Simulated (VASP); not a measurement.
Write the native input for VASP 6.6.1 that does the following.

* Task: relaxation of cell and atoms
* Functional: PBE
* Potentials or basis: VASP PAW PBE potentials, release 64 (K_sv, I)
* Cutoff: 600 eV
* k mesh: 6 × 6 × 4
* Occupations: gaussian, width 0.01 eV
* Spin: no spin polarisation
* Dipole correction: no
* Further INCAR settings: ALGO = Normal; EDIFF = 1e-07; IBRION = 2; EDIFFG = -0.001; NSW = 80; ISIF = 3

The structure of KI lies in POSCAR:

```
KI
1.0
    6.0888820102      0.0000000000      0.0000000000
   -3.0444410051      5.2731265014      0.0000000000
    0.0000000000      0.0000000000      7.1196570644
K I
2 2
Direct
    0.3333333333      0.6666666667      0.9365674650
    0.6666666667      0.3333333333      0.4365674650
    0.3333333333      0.6666666667      0.4365674650
    0.6666666667      0.3333333333      0.9365674650
```

These files were run (other wordings do the same):

INCAR

```
SYSTEM = KI
PREC = Accurate
ENCUT = 600
EDIFF = 1E-7
ISMEAR = 0
SIGMA = 0.01
LREAL = .False.
LASPH = .True.
NELM = 80
ALGO = Normal
ISIF = 3
LWAVE = .False.
LCHARG = .False.
GGA = PE
IBRION = 2
NSW = 80
EDIFFG = -0.001
```

KPOINTS

```
Automatic mesh
0
Gamma
  6 6 4
  0 0 0
```

Potentials or basis: VASP PAW PBE potentials, release 64 (K_sv, I).

The run is started by

```bash
$ cat potpaw_PBE.64/K_sv/POTCAR potpaw_PBE.64/I/POTCAR > POTCAR
$ mpirun -np 1 vasp_std > vasp.out
```

It gave:

* Relaxed volume: 57.32 Å³/atom
* Relaxed cell: a = 6.097 Å, b = 6.097 Å, c = 7.123 Å, α = 90.00°, β = 90.00°, γ = 120.00°
* Space group after relaxing (to 0.1 Å): P6_3/mmc (No. 194)
* Energy gained by relaxing: 0.0 meV/atom
* Ionic steps: 6
* Pressure after relaxing: 0.0 GPa
* Band gap on the k mesh: 3.75 eV

Caveat: spin-orbit coupling is left out, which moves the levels of the heavy elements.

Wall time 6.8 min on 1 thread of Oxide Virtual Turin-like Processor, on a shared host, peak memory 0.44 GiB.
